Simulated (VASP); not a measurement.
A run of VASP 6.6.1 is set up as follows.

File INCAR:

```
SYSTEM = ZnSe
ALGO = Normal ; EDIFF = 1E-8
ENCUT = 520 ; GGA = PE
IBRION = 8 ; ISIF = 2
ISMEAR = 0 ; LASPH = .TRUE.
LCHARG = .TRUE. ; LEPSILON = .TRUE.
LREAL = .FALSE. ; LWAVE = .FALSE.
NELM = 100 ; NSW = 1
PREC = Accurate ; SIGMA = 0.01
```

KPOINTS

```
k-points
0
G
  8 8 8
  0 0 0
```

POSCAR

```
ZnSe
1.0
    0.0000000000      2.8470668412      2.8470668412
    2.8470668412      0.0000000000      2.8470668412
    2.8470668412      2.8470668412      0.0000000000
Zn Se
1 1
Direct
    0.0000000000      0.0000000000      0.0000000000
    0.7500000000      0.7500000000      0.7500000000
```

Potentials or basis: VASP PAW PBE potentials, release 64 (Zn, Se).

Run with:

```sh
$ cat potpaw_PBE.64/Zn/POTCAR potpaw_PBE.64/Se/POTCAR > POTCAR
$ mpirun -np 1 vasp_std > vasp.out
```

Question: Predict the electronic dielectric tensor (diagonal).

Answer: 7.88.

Question: Predict the Born charges (mean of the diagonal).

Answer: Zn +2.11; Se -2.11 e.

Question: Estimate the highest phonon frequency at Γ, LO-TO splitting left out.

Answer: 204 cm⁻¹.

Electronic dielectric tensor:
```
7.88 0.00 0.00
0.00 7.88 0.00
0.00 0.00 7.88
```

Caveat: the cell differs from its parent crystal (phonons at volume x 0.98); the cell wasn't relaxed at this level first, which shifts response properties.
